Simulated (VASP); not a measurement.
# LiTiH6O2F6 (P3) in VASP: electric field gradients with PBE+U

Aim: the electric field gradients of LiTiH6O2F6 with PBE+U.

Program: VASP 6.6.1. These are calculated values, not measurements. Logs are shortened: lines on timing, memory, paths and dates and some standing lists are left out, and cuts for length are marked.

## (1) The cell of the first run

It takes space group P3 (No. 143, trigonal). Conventional cell: a = 5.670 Å, b = 5.670 Å, c = 5.978 Å, α = 90.00°, β = 90.00°, γ = 120.00°. Within 2.7 Å of Li (site symmetry 3) lie 3 F at 1.87 Å and 1 O at 2.08 Å and 6 H at 2.54 to 2.64 Å. Ti (site symmetry 3) has 6 F at 1.96 to 2.07 Å within 2.6 Å. Within 1.4 Å of H (site symmetry 1) lie 1 O at 1.06 Å and 1 F at 1.38 Å. H (site symmetry 1) has 1 O at 1.03 Å within 1.4 Å. Within 1.4 Å of O (site symmetry 3) lie 3 H at 1.06 Å. Within 1.4 Å of O (site symmetry 3) lie 3 H at 1.03 Å. F (site symmetry 1) has 1 H at 1.38 Å within 1.8 Å. F (site symmetry 1) has 1 H at 1.48 Å and 1 Li at 1.87 Å and 1 Ti at 2.07 Å within 2.1 Å.

## (2) Electric field gradients, PBE+U, collinear spin

Contents of INCAR:

```
SYSTEM = LiTiH6O2F6
PREC     = Accurate       ! precision mode
ENCUT    = 650            ! plane-wave cutoff, eV
EDIFF    = 1E-8           ! SCF threshold, eV
ISMEAR   = 0              ! smearing method
SIGMA    = 0.15           ! smearing width, eV
LREAL    = .FALSE.        ! projectors in reciprocal space
LASPH    = .TRUE.         ! aspherical terms in the spheres
NELM     = 200            ! most SCF steps
ALGO     = Normal         ! electronic algorithm
ISIF     = 2              ! what is computed and relaxed
LWAVE    = .FALSE.        ! write WAVECAR
LCHARG   = .FALSE.        ! write CHGCAR
ISPIN    = 2              ! spin polarisation
MAGMOM   = 0 1 0 0 0 0 0 0 0 0 0 0 0 0 0 0 ! initial moments
LORBIT   = 11             ! projections on sites
LMAXMIX  = 4              ! l up to which the mixer works
LDAU     = .TRUE.         ! DFT+U
LDAUTYPE = 2            
LDAUL    = -1 2 -1 -1 -1  ! shell
LDAUU    = 0 8 0 0 0      ! U, eV
LDAUJ    = 0 0 0 0 0    
LDAUPRINT= 1            
GGA      = PE             ! functional
LEFG     = .TRUE.       
NBANDS   = 56             ! bands
GGA_COMPAT= .FALSE.
```

Contents of KPOINTS:

```
regular mesh
0
G
  4 4 4
  0 0 0
```

Contents of POSCAR:

```
LiTiH6O2F6
1.0
    5.6702136805      0.0000000000      0.0000000000
   -2.8351068403      4.9105490922      0.0000000000
    0.0000000000      0.0000000000      5.9782340000
Li Ti H O F
1 1 6 2 6
Direct
    0.0000000000      0.0000000000      0.3101970000
    0.3333333333      0.6666666667      0.9960750000
    0.1690120000      0.9878750000      0.7198130000
    0.8188630000      0.8309880000      0.7198130000
    0.8483060000      0.3501360000      0.2731350000
    0.0121250000      0.1811370000      0.7198130000
    0.6498640000      0.4981700000      0.2731350000
    0.5018300000      0.1516940000      0.2731350000
    0.0000000000      0.0000000000      0.6579170000
    0.6666666667      0.3333333333      0.3219290000
    0.0326160000      0.4177690000      0.8029580000
    0.3851530000      0.9673840000      0.8029580000
    0.2499400000      0.8965360000      0.2163600000
    0.5822310000      0.6148470000      0.8029580000
    0.1034640000      0.3534040000      0.2163600000
    0.6465960000      0.7500600000      0.2163600000
```

Potentials or basis: VASP PAW PBE potentials, release 64 (Li_sv, Ti_sv, H, O, F).

Run with:

```
> cat potpaw_PBE.64/Li_sv/POTCAR potpaw_PBE.64/Ti_sv/POTCAR potpaw_PBE.64/H/POTCAR potpaw_PBE.64/O/POTCAR potpaw_PBE.64/F/POTCAR > POTCAR
> mpirun -np 1 vasp_std > vasp.out
```

OUTCAR:

```text
SYSTEM = LiTiH6O2F6
   PREC = Accurate
   ENCUT = 650
   EDIFF = 1E-8
   ISMEAR = 0
   LREAL = .FALSE.
   LASPH = .TRUE.
   NELM = 200
   ISIF = 2
   ISPIN = 2
   LORBIT = 11
   GGA = PE

 ion  position               nearest neighbor table
   1  0.000  0.000  0.310-  16 1.87  15 1.87  13 1.87   9 2.08
   2  0.333  0.667  0.996-  12 1.96  11 1.96  14 1.96  13 2.07  15 2.07  16 2.07
   3  0.169  0.988  0.720-   9 1.06  12 1.38
   4  0.819  0.831  0.720-   9 1.06  14 1.38
   5  0.848  0.350  0.273-  10 1.03
   6  0.012  0.181  0.720-   9 1.06  11 1.38
   7  0.650  0.498  0.273-  10 1.03
   8  0.502  0.152  0.273-  10 1.03
   9  0.000  0.000  0.658-   4 1.06   3 1.06   6 1.06   1 2.08
  10  0.667  0.333  0.322-   5 1.03   8 1.03   7 1.03
  11  0.033  0.418  0.803-   6 1.38   2 1.96
  12  0.385  0.967  0.803-   3 1.38   2 1.96
  13  0.250  0.897  0.216-   1 1.87   2 2.07
  14  0.582  0.615  0.803-   4 1.38   2 1.96
  15  0.103  0.353  0.216-   1 1.87   2 2.07
  16  0.647  0.750  0.216-   1 1.87   2 2.07

  LATTYP: Found a hexagonal cell.
 ALAT       =     5.6702136805
 C/A-ratio  =     1.0543225241

  Lattice vectors:

 A1 = (   5.6702136805,   0.0000000000,   0.0000000000)
 A2 = (  -2.8351068403,   4.9105490922,   0.0000000000)
 A3 = (   0.0000000000,   0.0000000000,   5.9782340000)

Analysis of symmetry for initial positions (statically):
=====================================================================
 Subroutine PRICEL returns:
 Original cell was already a primitive cell.

 Routine SETGRP: Setting up the symmetry group for a
 hexagonal supercell.

 Subroutine GETGRP returns: Found  3 space group operations
 (whereof  3 operations were pure point group operations)
 out of a pool of 24 trial point group operations.

The static configuration has the point symmetry C_3 .

Analysis of symmetry for dynamics (positions and initial velocities):
=====================================================================
 Subroutine PRICEL returns:
 Original cell was already a primitive cell.

 Routine SETGRP: Setting up the symmetry group for a
 hexagonal supercell.

 Subroutine GETGRP returns: Found  3 space group operations
 (whereof  3 operations were pure point group operations)
 out of a pool of 24 trial point group operations.

The dynamic configuration has the point symmetry C_3 .

Analysis of structural, dynamic, and magnetic symmetry:
=====================================================================
 Subroutine PRICEL returns:
 Original cell was already a primitive cell.

 Routine SETGRP: Setting up the symmetry group for a
 hexagonal supercell.

 Subroutine GETGRP returns: Found  3 space group operations
 (whereof  3 operations were pure point group operations)
 out of a pool of 24 trial point group operations.

The overall configuration has the point symmetry C_3 .

 Subroutine INISYM returns: Found  3 space group operations
 (whereof  3 operations are pure point group operations),
 and found     1 'primitive' translations

----------------------------------------------------------------------------------------

                                     Primitive cell

  volume of cell :     166.4571

  direct lattice vectors                    reciprocal lattice vectors
     5.670213680  0.000000000  0.000000000     0.176360197  0.101821607  0.000000000
    -2.835106840  4.910549092  0.000000000     0.000000000  0.203643214  0.000000000
     0.000000000  0.000000000  5.978234000     0.000000000  0.000000000  0.167273479

  length of vectors
     5.670213680  5.670213681  5.978234000     0.203643214  0.203643214  0.167273479

  position of ions in fractional coordinates (direct lattice)
     0.000000000  0.000000000  0.310197000
     0.333333333  0.666666667  0.996075000
     0.169012000  0.987875000  0.719813000
     0.818863000  0.830988000  0.719813000
     0.848306000  0.350136000  0.273135000
     0.012125000  0.181137000  0.719813000
[... 8 lines left out ...]
     0.103464000  0.353404000  0.216360000
     0.646596000  0.750060000  0.216360000
[... 162 lines left out ...]
  ---------------------------------------------------
  free energy    TOTEN  =       -79.12881575 eV

  energy without entropy =      -79.12881575  energy(sigma->0) =      -79.12881575

 E-fermi :  -0.6613     XC(G=0):  -8.1612

 val. band max:       -1.5260814777   @ k =   0.2500   0.2500   0.5000
 cond. band min:       3.8563430189   @ k =   0.0000   0.0000   0.0000
 fundamental gap:      5.3824244966
 Fermi energy:        -0.6612658040

 spin component 1

 k-point     1 :       0.0000    0.0000    0.0000
  band No.  band energies     occupation
      1     -57.5872      1.00000
      2     -44.2779      1.00000
      3     -34.3431      1.00000
      4     -34.3431      1.00000
      5     -32.8272      1.00000
      6     -23.4706      1.00000
[... 717 lines left out ...]
     48       8.4725      0.00000
     49      10.0619      0.00000
 Fermi energy:        -0.6612658040

 spin component 2

 k-point     1 :       0.0000    0.0000    0.0000
  band No.  band energies     occupation
      1     -58.5129      1.00000
      2     -44.2778      1.00000
      3     -34.9715      1.00000
      4     -34.9715      1.00000
      5     -34.3261      1.00000
      6     -23.4777      1.00000
[... 717 lines left out ...]
     48       8.4072      0.00000
     49      10.0387      0.00000
 [bands above 49 left out]

------------------------ aborting loop because EDIFF is reached ----------------------------------------

  FORCE on cell =-STRESS in cart. coord.  units (eV):
  Direction    XX          YY          ZZ          XY          YZ          ZX
  --------------------------------------------------------------------------------------
  -------------------------------------------------------------------------------------
  Total        2.6179925      2.6179925      3.1899034      0.0000015      0.0000000      0.0000000
  in kB       25.1986105     25.1986105     30.7033466      0.0000148      0.0000000      0.0000000
  external PRESSURE =      27.0335225 kB  Pullay stress =       0.0000000 kB

 VOLUME and BASIS-vectors are now :
 -----------------------------------------------------------------------------
  energy-cutoff  :      650.00
  volume of cell :      166.46
      direct lattice vectors                 reciprocal lattice vectors
     5.670213680  0.000000000  0.000000000     0.176360197  0.101821607  0.000000000
    -2.835106840  4.910549092  0.000000000     0.000000000  0.203643214  0.000000000
     0.000000000  0.000000000  5.978234000     0.000000000  0.000000000  0.167273479

 POSITION                                       TOTAL-FORCE (eV/Angst)
 -----------------------------------------------------------------------------------
      0.00000      0.00000      1.85443        -0.000000      0.000000      0.001767
     -0.00000      3.27370      5.95477        -0.000000      0.000000      0.671725
     -1.84240      4.85101      4.30321         0.059828      0.019529     -0.013236
      2.28719      4.08061      4.30321        -0.013002     -0.061577     -0.013236
      3.81740      1.71936      1.63286        -0.026344     -0.031120      0.036961
     -0.44479      0.88948      4.30321        -0.046827      0.042049     -0.013236
[... 8 lines left out ...]
     -0.41528      1.73541      1.29345        -0.022023     -0.485847      0.314454
      1.53984      3.68321      1.29345         0.431767      0.223851      0.314454
 -----------------------------------------------------------------------------------
    total drift:                                0.000001      0.000000      0.000833

  FREE ENERGIE OF THE ION-ELECTRON SYSTEM (eV)
  ---------------------------------------------------
  free  energy   TOTEN  =       -79.1288157471 eV

  energy  without entropy=      -79.1288157471  energy(sigma->0) =      -79.12881575

 Electric field gradients (V/A^2)
---------------------------------------------------------------------
 ion       V_xx      V_yy      V_zz      V_xy      V_xz      V_yz
---------------------------------------------------------------------
   1       0.046     0.047    -0.093     0.001     0.000    -0.000
   2      61.475    61.477  -122.952     0.002    -0.000    -0.000
   3      11.937    -6.276    -5.661    -1.113     7.189    -0.639
   4      -0.758     6.419    -5.661     8.442    -4.148    -5.905
   5      18.021    -7.924   -10.098     2.307    -9.037    -1.249
   6      -2.687     8.348    -5.661    -7.329    -3.041     6.545
[... 8 lines left out ...]
  15      31.138    -1.319   -29.819    -1.864   -29.743   -44.353
  16       5.183    24.635   -29.819   -13.124    53.282    -3.581
---------------------------------------------------------------------

 Electric field gradients after diagonalization (V/A^2)
 (convention: |V_zz| > |V_xx| > |V_yy|)
----------------------------------------------------------------------
 ion       V_xx      V_yy      V_zz     asymmetry (V_yy - V_xx)/ V_zz
----------------------------------------------------------------------
   1       0.048     0.046    -0.093       0.024
   2      61.478    61.474  -122.952       0.000
   3      -8.252    -6.325    14.577       0.132
   4      -8.251    -6.325    14.575       0.132
   5     -12.816    -8.088    20.904       0.226
   6      -8.251    -6.325    14.576       0.132
[... 8 lines left out ...]
  15      50.160    18.492   -68.652       0.461
  16      50.162    18.489   -68.651       0.461
----------------------------------------------------------------------

           NMR quadrupolar parameters

 Cq : quadrupolar parameter    Cq=e*Q*V_zz/h
 eta: asymmetry parameters     (V_yy - V_xx)/ V_zz
 Q  : nuclear electric quadrupole moment in mb (millibarn)
----------------------------------------------------------------------
 ion       Cq(MHz)       eta       Q (mb)
----------------------------------------------------------------------
   1      -0.000       0.024       1.000
   2      -0.297       0.000       1.000
   3       0.035       0.132       1.000
   4       0.035       0.132       1.000
   5       0.051       0.226       1.000
   6       0.035       0.132       1.000
[... 8 lines left out ...]
  15      -0.166       0.461       1.000
  16      -0.166       0.461       1.000
----------------------------------------------------------------------

 total charge

# of ion       s       p       d       tot
------------------------------------------
    1        2.019   0.050   0.000   2.069
    2        2.163   6.176   1.581   9.920
    3        0.501   0.113   0.000   0.613
    4        0.501   0.113   0.000   0.613
    5        0.528   0.118   0.000   0.646
    6        0.501   0.113   0.000   0.613
[... 8 lines left out ...]
   15        1.729   4.401   0.000   6.130
   16        1.729   4.401   0.000   6.130
--------------------------------------------------
tot         20.740  40.734   1.581  63.055

 magnetization (x)

# of ion       s       p       d       tot
------------------------------------------
    1        0.000  -0.000   0.000  -0.000
    2       -0.006  -0.006  -0.931  -0.943
    3       -0.000   0.000   0.000   0.000
    4       -0.000   0.000   0.000   0.000
    5       -0.000   0.000   0.000   0.000
    6       -0.000   0.000   0.000   0.000
[... 8 lines left out ...]
   15        0.000  -0.000   0.000  -0.000
   16        0.000  -0.000   0.000  -0.000
--------------------------------------------------
tot         -0.006  -0.008  -0.931  -0.945
```

Wall time 16 min (1 thread of Intel Xeon 8259CL, shared host); peak memory 0.59 GiB.

What came out:

| Quantity | Value |
| --- | --- |
| Free energy | -79.1288 eV |
| Pressure | 2.7 GPa |
| Largest force | 0.969 eV/Å |
| Band gap on the k mesh | 5.38 eV (least direct gap 5.44 eV) |
| Net moment | -1.00 μB per cell |
| Site moments | Li -0.00; Ti -0.94; H +0.00; O +0.00; F -0.00 μB |
| Largest electric field gradient by atom | Li -0.1; Ti -123.0; H +14.6, +20.9 (each value once); O -90.9, -139.1; F +76.6, -68.7 (each value once) V/Å² |
| Valence electrons inside the program's atomic spheres | Li 2.07; Ti 9.92; H 0.61, 0.65 (each value once); O 5.25, 5.27; F 6.12, 6.13 (each value once) |

Forces on the atoms (eV/Å):
```
Li   0.000  0.000  0.002
Ti   0.000  0.000  0.672
H    0.060  0.020 -0.013
H   -0.013 -0.062 -0.013
H   -0.026 -0.031  0.037
H   -0.047  0.042 -0.013
H    0.040 -0.007  0.037
H   -0.014  0.038  0.037
O    0.000  0.000 -0.064
O    0.000  0.000 -0.010
F   -0.497 -0.634 -0.538
F   -0.300  0.747 -0.538
F   -0.410  0.262  0.314
F    0.797 -0.114 -0.538
F   -0.022 -0.486  0.314
F    0.432  0.224  0.314
```

Electric field gradients, principal values (V/Å²):
```csv
atom,least,middle,greatest (by size)
1 Li,0.046,0.048,-0.093
2 Ti,61.474,61.478,-122.952
3 H,-6.325,-8.252,14.577
4 H,-6.325,-8.251,14.575
5 H,-8.088,-12.816,20.904
6 H,-6.325,-8.251,14.576
7 H,-8.087,-12.816,20.903
8 H,-8.089,-12.817,20.906
9 O,45.425,45.429,-90.854
10 O,69.538,69.540,-139.078
11 F,-7.558,-69.037,76.596
12 F,-7.560,-69.037,76.597
13 F,18.491,50.160,-68.651
14 F,-7.558,-69.037,76.595
15 F,18.492,50.160,-68.652
16 F,18.489,50.162,-68.651
```

Eigenvalues of the final occupation matrices:
| site | spin | trace | eigenvalues |
| --- | --- | --- | --- |
| site 2 d | 1 | 0.33 | 0.03 0.05 0.05 0.11 0.11 |
| site 2 d | 2 | 1.27 | 0.05 0.05 0.11 0.11 0.94 |

Caveat: without QUAD_EFG the Cq values of the log hold for a quadrupole moment of 1 mb, not for the nuclei.
